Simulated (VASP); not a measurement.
# Si15P (a cell with a defect) in VASP: single point with r2SCAN

Aim: the single point of Si15P (a cell with a defect) with r2SCAN.

Everything below comes from runs of VASP 6.6.1. Logs are shortened: lines on timing, memory, paths and dates and some standing lists are left out, and cuts for length are marked.

## (1) The cell of the first run

The cell holds a defect, 16 atoms: a = 7.675 Å, b = 7.675 Å, c = 7.675 Å, α = 60.00°, β = 60.00°, γ = 60.00°.

## (2) Single point, r2SCAN

Input file POSCAR:

```
Si15P
1.0
    0.0000000000      5.4271200000      5.4271200000
    5.4271200000      0.0000000000      5.4271200000
    5.4271200000      5.4271200000      0.0000000000
Si P
15 1
Direct
    0.3750000000      0.3750000000      0.3750000000
    0.3750000000      0.3750000000      0.8750000000
    0.2500000000      0.2500000000      0.7500000000
    0.3750000000      0.8750000000      0.3750000000
    0.2500000000      0.7500000000      0.2500000000
    0.3750000000      0.8750000000      0.8750000000
    0.2500000000      0.7500000000      0.7500000000
    0.8750000000      0.3750000000      0.3750000000
    0.7500000000      0.2500000000      0.2500000000
    0.8750000000      0.3750000000      0.8750000000
    0.7500000000      0.2500000000      0.7500000000
    0.8750000000      0.8750000000      0.3750000000
    0.7500000000      0.7500000000      0.2500000000
    0.8750000000      0.8750000000      0.8750000000
    0.7500000000      0.7500000000      0.7500000000
    0.2500000000      0.2500000000      0.2500000000
```

Input file INCAR.step1:

```
PREC     = Accurate       # precision mode
ENCUT    = 440            # plane-wave cutoff, eV
ISMEAR   = 0              # smearing method
SIGMA    = 0.02           # smearing width, eV
LREAL    = F              # projectors in reciprocal space
LASPH    = T              # aspherical terms in the spheres
NELM     = 120            # most SCF steps
NBANDS   = 46             # bands
GGA      = PE             # functional
ALGO     = Normal         # electronic algorithm
EDIFF    = 1E-5           # SCF threshold, eV
LWAVE    = T              # write WAVECAR
LCHARG   = F              # write CHGCAR
GGA_COMPAT= F
```

Input file INCAR.step2:

```
PREC     = Accurate       # precision mode
ENCUT    = 440            # plane-wave cutoff, eV
EDIFF    = 1E-6           # SCF threshold, eV
ISMEAR   = 0              # smearing method
SIGMA    = 0.02           # smearing width, eV
LREAL    = F              # projectors in reciprocal space
LASPH    = T              # aspherical terms in the spheres
NELM     = 120            # most SCF steps
ALGO     = Normal         # electronic algorithm
ISIF     = 2              # what is computed and relaxed
LWAVE    = F              # write WAVECAR
LCHARG   = T              # write CHGCAR
METAGGA  = R2SCAN         # meta-GGA
LMIXTAU  = T            
LELF     = T              # ELF
LVHAR    = T            
NBANDS   = 46             # bands
ISTART   = 1            
GGA_COMPAT= F
```

Input file KPOINTS:

```
regular mesh
0
Gamma
  2 2 2
```

Potentials or basis: VASP PAW PBE potentials, release 64 (Si, P).

The run is started by

```console
$ cat potpaw_PBE.64/Si/POTCAR potpaw_PBE.64/P/POTCAR > POTCAR
$ cp INCAR.step1 INCAR
$ mpirun -np 1 vasp_std > vasp.out
$ cp INCAR.step2 INCAR
$ mpirun -np 1 vasp_std > vasp.out
```

OUTCAR:

```text
PREC = Accurate
   ENCUT = 440
   EDIFF = 1E-6
   ISMEAR = 0
   LREAL = F
   LASPH = T
   NELM = 120
   ISIF = 2
   METAGGA = R2SCAN
   ISTART = 1

 ion  position               nearest neighbor table
   1  0.375  0.375  0.375-   3 2.35   5 2.35   9 2.35  16 2.35
   2  0.375  0.375  0.875-   3 2.35   7 2.35  11 2.35  16 2.35
   3  0.250  0.250  0.750-   1 2.35   2 2.35   6 2.35  10 2.35
   4  0.375  0.875  0.375-   5 2.35   7 2.35  13 2.35  16 2.35
   5  0.250  0.750  0.250-   1 2.35   4 2.35   6 2.35  12 2.35
   6  0.375  0.875  0.875-   3 2.35   5 2.35   7 2.35  15 2.35
[... 8 lines left out ...]
  15  0.750  0.750  0.750-   6 2.35  10 2.35  12 2.35  14 2.35
  16  0.250  0.250  0.250-   1 2.35   2 2.35   4 2.35   8 2.35

  LATTYP: Found a face centered cubic cell.
 ALAT       =    10.8542400000

  Lattice vectors:

 A1 = (   0.0000000000,   5.4271200000,   5.4271200000)
 A2 = (   5.4271200000,   0.0000000000,   5.4271200000)
 A3 = (   5.4271200000,   5.4271200000,   0.0000000000)

Analysis of symmetry for initial positions (statically):
=====================================================================
 Subroutine PRICEL returns:
 Original cell was already a primitive cell.

 Routine SETGRP: Setting up the symmetry group for a
 face centered cubic supercell.

 Subroutine GETGRP returns: Found 24 space group operations
 (whereof 24 operations were pure point group operations)
 out of a pool of 48 trial point group operations.

The static configuration has the point symmetry T_d .

Analysis of symmetry for dynamics (positions and initial velocities):
=====================================================================
 Subroutine PRICEL returns:
 Original cell was already a primitive cell.

 Routine SETGRP: Setting up the symmetry group for a
 face centered cubic supercell.

 Subroutine GETGRP returns: Found 24 space group operations
 (whereof 24 operations were pure point group operations)
 out of a pool of 48 trial point group operations.

The dynamic configuration has the point symmetry T_d .

 Subroutine INISYM returns: Found 24 space group operations
 (whereof 24 operations are pure point group operations),
 and found     1 'primitive' translations

----------------------------------------------------------------------------------------

                                     Primitive cell

  volume of cell :     319.6968

  direct lattice vectors                    reciprocal lattice vectors
     0.000000000  5.427120000  5.427120000    -0.092129896  0.092129896  0.092129896
     5.427120000  0.000000000  5.427120000     0.092129896 -0.092129896  0.092129896
     5.427120000  5.427120000  0.000000000     0.092129896  0.092129896 -0.092129896

  length of vectors
     7.675106709  7.675106709  7.675106709     0.159573660  0.159573660  0.159573660

  position of ions in fractional coordinates (direct lattice)
     0.375000000  0.375000000  0.375000000
     0.375000000  0.375000000  0.875000000
     0.250000000  0.250000000  0.750000000
     0.375000000  0.875000000  0.375000000
     0.250000000  0.750000000  0.250000000
     0.375000000  0.875000000  0.875000000
[... 8 lines left out ...]
     0.750000000  0.750000000  0.750000000
     0.250000000  0.250000000  0.250000000

  ion indices of the primitive-cell ions
   primitive index   ion index
                 1           1
                 2           2
                 3           3
                 4           4
                 5           5
                 6           6
[... 8 lines left out ...]
                15          15
                16          16

----------------------------------------------------------------------------------------

 KPOINTS: regular mesh

Automatic generation of k-mesh.
 Grid dimensions read from file:
 generate k-points for:    2    2    2

 Generating k-lattice:

  Cartesian coordinates                     Fractional coordinates (reciprocal lattice)
    -0.046064948  0.046064948  0.046064948     0.500000000  0.000000000  0.000000000
     0.046064948 -0.046064948  0.046064948     0.000000000  0.500000000  0.000000000
     0.046064948  0.046064948 -0.046064948     0.000000000  0.000000000  0.500000000

  Length of vectors
     0.079786830  0.079786830  0.079786830

  Shift w.r.t. Gamma in fractional coordinates (k-lattice)
     0.000000000  0.000000000  0.000000000

 Subroutine IBZKPT returns following result:
 ===========================================

 Found      3 irreducible k-points:

 Following reciprocal coordinates:
            Coordinates               Weight
  0.000000  0.000000  0.000000      1.000000
  0.500000  0.000000  0.000000      4.000000
  0.500000  0.500000  0.000000      3.000000
   k-points           NKPTS =      3   k-points in BZ     NKDIM =      3   number of bands    NBANDS=     46
   number of dos      NEDOS =    301   number of ions     NIONS =     16
   total plane-waves  NPLWV = 157464
   dimension x,y,z NGX =    54 NGY =   54 NGZ =   54
   dimension x,y,z NGXF=   108 NGYF=  108 NGZF=  108
   ions per type =              15   1
   NGX,Y,Z   is equivalent  to a cutoff of  11.70, 11.70, 11.70 a.u.
   NGXF,Y,Z  is equivalent  to a cutoff of  23.39, 23.39, 23.39 a.u.
 SYSTEM =  unknown system
   PREC   = accura    normal or accurate (medium, high low for compatibility)
   ISTART =      1    job   : 0-new  1-cont  2-samecut
   ICHARG =      0    charge: 1-file 2-atom 10-const
   ISPIN  =      1    spin polarized calculation?
   LNONCOLLINEAR =      F non collinear calculations
   LSORBIT =      F    spin-orbit coupling
   LASPH  =      T    aspherical Exc in radial PAW
   ENCUT  =  440.0 eV  32.34 Ry    5.69 a.u.  13.13 13.13 13.13*2*pi/ulx,y,z
   NELM   =    120;   NELMIN=  2; NELMDL=  0     # of ELM steps
   EDIFF  = 0.1E-05   stopping-criterion for ELM
   LREAL  =      F    real-space projection
   EDIFFG = 0.1E-04   stopping-criterion for IOM
   NSW    =      0    number of steps for IOM
   IBRION =     -1    ionic relax: 0-MD 1-quasi-New 2-CG
   NFREE  =      0    steps in history (QN), initial steepest desc. (CG)
   ISIF   =      2    stress and relaxation
   ISYM   =      2    0-nonsym 1-usesym 2-fastsym
   POTIM  = 0.5000    time-step for ionic-motion
   TEBEG  =    0.0;   TEEND  =   0.0 temperature during run
   PSTRESS=    0.0 pullay stress
   NELECT =      65.0000    total number of electrons
   NUPDOWN=      -1.0000    fix difference up-down
   EMIN   =  10.00;   EMAX   =-10.00  energy-range for DOS
   EFERMI =   0.00;   METHOD = LEGACY
   ISMEAR =     0;   SIGMA  =   0.02  broadening in eV -4-tet -1-fermi 0-gaus
   EFERMI_NEDOS =   21; number of points for ismear=-14 and -15
   IALGO  =     38    algorithm
   IMIX   =      4    mixing-type and parameters
     AMIX     =   0.40;   BMIX     =  1.00
     AMIX_MAG =   1.60;   BMIX_MAG =  1.00
  volume/ion in A,a.u.               =      19.98       134.84
  Fermi-wavevector in a.u.,A,eV,Ry     =   0.962646  1.819137 12.608342  0.926687
  Thomas-Fermi vector in A             =   2.092123
   LORBIT       =      0    0 simple, 1 ext, 2 COOP (PROOUT), +10 PAW based schemes
   METAGGA = R2SCAN    functional components
   LHFCALC =     F    Hartree Fock is set to
   AEXX    =    0.0000 exact exchange contribution
   IVDW    =     0    specifies the selected vdW correction
   LEPSILON=     F    determine dielectric tensor
   LRPA    =     F    only Hartree local field effects (RPA)
 non-spin polarized calculation
 Gauss-broadening in eV      SIGMA  =   0.02
  energy-cutoff  :      440.00
  volume of cell :      319.70
 maximum number of plane-waves:      6735
 NGX is ok and might be reduce to    54
   NGX = 27   NGY = 27   NGZ = 27

 number of electron      65.0000003 magnetization

 Free energy of the ion-electron system (eV)
  ---------------------------------------------------
  ext. energy  EPLUGINS =         0.00000000
  ---------------------------------------------------
  free energy    TOTEN  =      -139.02725194 eV

  energy without entropy =     -139.02695102  energy(sigma->0) =     -139.02710148

 E-fermi :   6.6317     XC(G=0):  -9.8721

 val. band max:        6.5951097276   @ k =   0.0000   0.0000   0.0000
 cond. band min:       6.6674350995   @ k =   0.0000   0.0000   0.0000
 fundamental gap:      0.0723253719
 Fermi energy:         6.6317054663

 k-point     1 :       0.0000    0.0000    0.0000
  band No.  band energies     occupation
      1      -7.4674      2.00000
      2      -5.6529      2.00000
      3      -4.3314      2.00000
      4      -4.3314      2.00000
      5      -4.3314      2.00000
      6      -3.1328      2.00000
[... 36 lines left out ...]
     43       8.3462      0.00000
     44       8.3462      0.00000

 k-point     2 :       0.5000    0.0000    0.0000
  band No.  band energies     occupation
      1      -7.1885      2.00000
      2      -5.8839      2.00000
      3      -5.0121      2.00000
      4      -4.0460      2.00000
      5      -4.0460      2.00000
      6      -3.8352      2.00000
[... 36 lines left out ...]
     43       9.5862      0.00000
     44       9.5862      0.00000

 k-point     3 :       0.5000    0.5000    0.0000
  band No.  band energies     occupation
      1      -7.1058      2.00000
      2      -5.6465      2.00000
      3      -5.0627      2.00000
      4      -4.6465      2.00000
      5      -4.6465      2.00000
      6      -4.5960      2.00000
[... 36 lines left out ...]
     43      10.1686      0.00000
     44      10.3398      0.00000
 [bands above 44 left out]

------------------------ aborting loop because EDIFF is reached ----------------------------------------

  FORCE on cell =-STRESS in cart. coord.  units (eV):
  Direction    XX          YY          ZZ          XY          YZ          ZX
  --------------------------------------------------------------------------------------
  -------------------------------------------------------------------------------------
  Total       -0.6098687     -0.6098687     -0.6098687      0.0000000     -0.0000000      0.0000000
  in kB       -3.0563891     -3.0563891     -3.0563891      0.0000000     -0.0000000      0.0000000
  external PRESSURE =      -3.0563891 kB  Pullay stress =       0.0000000 kB

 VOLUME and BASIS-vectors are now :
 -----------------------------------------------------------------------------
  energy-cutoff  :      440.00
  volume of cell :      319.70
      direct lattice vectors                 reciprocal lattice vectors
     0.000000000  5.427120000  5.427120000    -0.092129896  0.092129896  0.092129896
     5.427120000  0.000000000  5.427120000     0.092129896 -0.092129896  0.092129896
     5.427120000  5.427120000  0.000000000     0.092129896  0.092129896 -0.092129896

 POSITION                                       TOTAL-FORCE (eV/Angst)
 -----------------------------------------------------------------------------------
      4.07034      4.07034      4.07034         0.122356      0.122356      0.122356
      6.78390      6.78390      4.07034        -0.122356     -0.122356      0.122356
      5.42712      5.42712      2.71356        -0.000000     -0.000000     -0.364356
      6.78390      4.07034      6.78390        -0.122356      0.122356     -0.122356
      5.42712      2.71356      5.42712        -0.000000     -0.364356     -0.000000
      9.49746      6.78390      6.78390        -0.036683      0.036683      0.036683
[... 8 lines left out ...]
      8.14068      8.14068      8.14068        -0.000000     -0.000000     -0.000000
      2.71356      2.71356      2.71356        -0.000000     -0.000000     -0.000000
 -----------------------------------------------------------------------------------
    total drift:                                0.000001      0.000001      0.000001

  FREE ENERGIE OF THE ION-ELECTRON SYSTEM (eV)
  ---------------------------------------------------
  free  energy   TOTEN  =      -139.0272519415 eV

  energy  without entropy=     -139.0269510165  energy(sigma->0) =     -139.02710148
```

Wall time 1.9 min (1 thread of Intel Xeon 6975P-C (Granite Rapids), shared host); peak memory 0.41 GiB.

Results:

```yaml
Free_energy: -139.0273 eV
Pressure: -0.3 GPa
Largest_force: 0.364 eV/Å
Band_gap_on_the_k_mesh: zero (an odd number of electrons rules out a gap without spin polarisation)
```

Forces on the atoms (eV/Å):
```
Si   0.122  0.122  0.122
Si  -0.122 -0.122  0.122
Si   0.000  0.000 -0.364
Si  -0.122  0.122 -0.122
Si   0.000 -0.364  0.000
Si  -0.037  0.037  0.037
Si   0.364  0.000  0.000
Si   0.122 -0.122 -0.122
Si  -0.364  0.000  0.000
Si   0.037 -0.037  0.037
Si   0.000  0.364  0.000
Si   0.037  0.037 -0.037
Si   0.000  0.000  0.364
Si  -0.037 -0.037 -0.037
Si   0.000  0.000  0.000
P    0.000  0.000  0.000
```

Caveat: the k points lie up to 0.50 Å⁻¹ apart, too coarse for converged energies and pressures of a metal; the PAW data sets were made with another functional, which shifts forces and pressure a little.
